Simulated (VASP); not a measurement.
HfC (zincblende type): single point with PBE

The system is HfC (zincblende type).

```
Hf C
1.0
     0.00000    2.05480    2.05480
     2.05480    0.00000    2.05480
     2.05480    2.05480    0.00000
Hf C
1 1
Direct
  0.00000 0.00000 0.00000
  0.25000 0.25000 0.25000
```

```json
{
 "Program": "VASP 6.6.1",
 "Task": "single point",
 "Functional": "PBE",
 "Potentials or basis": "VASP PAW PBE potentials, release 64 (Hf_pv, C)",
 "Cutoff": "520 eV",
 "k mesh": "16 × 16 × 16",
 "Occupations": "fermi-dirac, width 0.05 eV",
 "Spin": "no spin polarisation"
}
```

The pressure is 287.4 GPa and the band gap on the k mesh is zero (bands 7 and 8 overlap by 0.82 eV).

Levels at points of the mesh, in eV from the Fermi level:
```
           k point  band 4  band 5  band 6  band 7  band 8  band 9  band 10  band 11
(0.00, 0.00, 0.00)  -13.66   -5.71   -5.71   -5.71    4.45    4.45     5.48    12.26
(0.50, 0.00, 0.00)  -11.00   -4.53   -4.53   -2.45    5.66    6.37     6.37     8.66
(0.50, 0.50, 0.00)   -9.69   -8.48    0.36    0.36    1.33    7.61     8.39     9.32
```

Wall time 42 s on 1 thread of Intel Xeon 8259CL (shared host), peak memory 0.17 GiB.

Caveat: the cell stands under pressure; spin-orbit coupling is left out, which moves the levels of the heavy elements.
